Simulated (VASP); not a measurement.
A run of VASP 6.6.1:

File INCAR:

```
SYSTEM = TaN
  PREC = Accurate
  ENCUT = 520
  EDIFF = 1E-6
  ISMEAR = 0
  SIGMA = 0.05
  LREAL = .FALSE.
  LASPH = .TRUE.
  NELM = 60
  ALGO = Normal
  ISIF = 2
  LWAVE = .FALSE.
  LCHARG = .FALSE.
  GGA = PE
  NBANDS = 15
```

File KPOINTS:

```
regular mesh
0
G
  12 12 12
  0 0 0
```

Contents of POSCAR:

```
TaN
1.0
    0.0000000000      2.1790000000      2.1790000000
    2.1790000000      0.0000000000      2.1790000000
    2.1790000000      2.1790000000      0.0000000000
Ta N
1 1
Direct
    0.5000000000      0.5000000000      0.5000000000
    0.0000000000      0.0000000000      0.0000000000
```

Potentials or basis: VASP PAW PBE potentials, release 64 (Ta_pv, N).

Launch:

```bash
$ cat potpaw_PBE.64/Ta_pv/POTCAR potpaw_PBE.64/N/POTCAR > POTCAR
$ mpirun -np 1 vasp_std > vasp.out
```

Hardware: 1 thread of Intel Xeon 8259CL, with other jobs on the host.

Task: Estimate the wall time of this run.

Result: It took 24 s on 1 thread of Intel Xeon 8259CL (shared host), peak memory 0.15 GiB. Counts: scf iterations 13, k points 72.
